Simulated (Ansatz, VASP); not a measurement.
**N in VASP and in Ansatz**

```
N
1.0
    12.00000    0.00000    0.00000
     0.00000   12.30000    0.00000
     0.00000    0.00000   12.60000
N
2
Cartesian
  6.0000 6.1500 5.7469
  6.0000 6.1500 6.8531
```

Alike in both runs: functional RPBE; k mesh 1 × 1 × 1; occupations fermi-dirac, width 0.01 eV; no spin polarisation.

Ansatz relaxed the structure, and its values are those at the end. VASP's run is a single point on that final structure, the one shown.

|  | VASP | Ansatz |
| --- | --- | --- |
| version | VASP 6.6.1 | Ansatz 0.2.0 |
| potentials or method | VASP PAW PBE potentials, release 64 (N), cutoff 520 eV | plane waves (420 eV) with PAW, scalar-relativistic |
| valence electrons in the cell | 10 | 10 |

```tsv
	VASP	Ansatz	Ansatz less VASP
rms of the force components (eV/Å)	1.007	0.002	-1.0048
```

VASP's potentials were made for PBE, not for RPBE. One of these differences is far larger than is usual between the two programs; its cause wasn't traced.

Noted on VASP's run: the standard files for N, O and F lose accuracy on very short bonds.
